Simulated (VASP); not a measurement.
Input of a VASP 6.6.1 run:

The input INCAR:

```
SYSTEM = Ge32H19N
PREC = Accurate
ENCUT = 520
EDIFF = 1E-6
ISMEAR = 0
SIGMA = 0.03
LREAL = Auto
LASPH = .TRUE.
NELM = 100
ALGO = Normal
ISIF = 2
LWAVE = .FALSE.
LCHARG = .FALSE.
GGA = PE
IVDW = 12
NBANDS = 268
```

The input KPOINTS:

```
Automatic mesh
0
G
  1 1 1
  0 0 0
```

The input POSCAR:

```
Ge32H19N
1.0
    8.0016200000      8.0016200000      0.0000000000
   -8.0016200000      8.0016200000      0.0000000000
    0.0000000000      0.0000000000     20.9129000000
Ge H N
32 19 1
Direct
   -0.3153614518      0.3090947208      0.3423547667
   -0.1929376176     -0.3184539506      0.3411604321
    0.0275979114     -0.0409125902      0.3805579810
    0.3058261327      0.1808538146      0.3413493585
   -0.0369579535     -0.4683233520      0.3820412281
    0.1887714613     -0.1931670712      0.3490340890
    0.4617584939      0.0310779567      0.3819937933
    0.5282180358     -0.5410714330      0.3821044427
   -0.1242539636      0.3850502773      0.3026597459
   -0.1170533592     -0.1283530710      0.3007162087
    0.1130157393      0.1101451956      0.3040866164
    0.3824714245      0.3719298092      0.3014600558
    0.1123107571     -0.3806447944      0.3034450028
    0.3742197830     -0.1140960830      0.3020178454
    0.6131632719      0.1163908683      0.3041830640
    0.6136388006     -0.3897178946      0.3042719565
   -0.0011847601      0.2504157908      0.2352514477
    0.0023405260     -0.2530442585      0.2284118893
    0.2501448457      0.0014407083      0.2290583324
    0.5019767872      0.2483873891      0.2288230709
    0.2495610889     -0.5006708642      0.2356123254
    0.4980625798     -0.2492562131      0.2356217454
    0.7500911066     -0.0017388979      0.2350354566
    0.7491639818     -0.4983898885      0.2289845024
   -0.1250000000      0.1250000000      0.1644629870
   -0.1250000000     -0.3750000000      0.1644629870
    0.1250000000     -0.1250000000      0.1644629870
    0.3750000000      0.1250000000      0.1644629870
    0.1250000000     -0.6250000000      0.1644629870
    0.3750000000     -0.3750000000      0.1644629870
    0.6250000000     -0.1250000000      0.1644629870
    0.6250000000     -0.6250000000      0.1644629870
   -0.0489780195      0.0489780195      0.1195430093
   -0.2010219805      0.2010219805      0.1195430093
   -0.0489780195     -0.4510219805      0.1195430093
   -0.2010219805     -0.2989780195      0.1195430093
    0.2010219805     -0.2010219805      0.1195430093
    0.0489780195     -0.0489780195      0.1195430093
    0.4510219805      0.0489780195      0.1195430093
    0.2989780195      0.2010219805      0.1195430093
    0.2010219805     -0.7010219805      0.1195430093
    0.0489780195     -0.5489780195      0.1195430093
    0.4510219805     -0.4510219805      0.1195430093
    0.2989780195     -0.2989780195      0.1195430093
    0.7010219805     -0.2010219805      0.1195430093
    0.5489780195     -0.0489780195      0.1195430093
    0.7010219805     -0.7010219805      0.1195430093
    0.5489780195     -0.5489780195      0.1195430093
    0.1776036603     -0.1865585969      0.4746714229
    0.3204737916     -0.1886369885      0.4561206241
    0.2435303726     -0.3146494710      0.4587254278
    0.2402234173     -0.2270297140      0.4469208479
```

Potentials or basis: VASP PAW PBE potentials, release 64 (Ge_d, H, N).

Command:

```sh
$ cat potpaw_PBE.64/Ge_d/POTCAR potpaw_PBE.64/H/POTCAR potpaw_PBE.64/N/POTCAR > POTCAR
$ mpirun -np 1 vasp_gam > vasp.out
```

Question: Predict the dispersion energy per atom.

Answer: -0.136 eV.

Question: Predict the largest force.

Answer: 0.599 eV/Å.

Forces on the atoms (eV/Å):
```
Ge  -0.001  0.004 -0.003
Ge  -0.007 -0.002  0.017
Ge  -0.004 -0.001  0.026
Ge  -0.007 -0.004  0.013
Ge  -0.003  0.001  0.001
Ge   0.007  0.003  0.002
Ge  -0.002  0.000  0.004
Ge  -0.003 -0.002  0.008
Ge   0.008  0.002  0.009
Ge   0.003 -0.003 -0.005
Ge  -0.002 -0.003  0.008
Ge   0.004 -0.002 -0.008
Ge  -0.002  0.002 -0.010
Ge   0.004 -0.003  0.002
Ge  -0.001  0.002 -0.013
Ge  -0.002  0.000  0.006
Ge  -0.001 -0.003 -0.005
Ge  -0.001  0.007 -0.008
Ge   0.005  0.000 -0.014
Ge   0.001  0.006 -0.007
Ge   0.003  0.001 -0.003
Ge  -0.003 -0.002 -0.004
Ge   0.003 -0.001 -0.002
Ge  -0.002 -0.004 -0.012
Ge  -0.182 -0.051  0.545
Ge   0.039  0.118 -0.586
Ge  -0.093  0.066 -0.459
Ge   0.066  0.063 -0.572
Ge   0.116 -0.012  0.553
Ge  -0.167 -0.064  0.572
Ge   0.121 -0.046  0.533
Ge  -0.079  0.072 -0.516
H    0.028 -0.007  0.016
H    0.096 -0.023  0.014
H   -0.059 -0.081 -0.049
H    0.101 -0.002 -0.009
H   -0.083  0.073 -0.010
H    0.050 -0.030 -0.047
H   -0.058 -0.040 -0.046
H    0.098  0.053 -0.014
H   -0.080 -0.020  0.027
H   -0.014 -0.010  0.017
H    0.022 -0.001  0.018
H    0.085 -0.023  0.014
H   -0.080 -0.027  0.027
H   -0.013 -0.036  0.015
H   -0.088  0.055  0.000
H    0.055 -0.036 -0.027
H    0.009  0.001  0.009
H    0.018  0.000 -0.022
H    0.043  0.014 -0.041
N    0.053 -0.002  0.038
```

Caveat: the k points lie up to 0.56 Å⁻¹ apart.
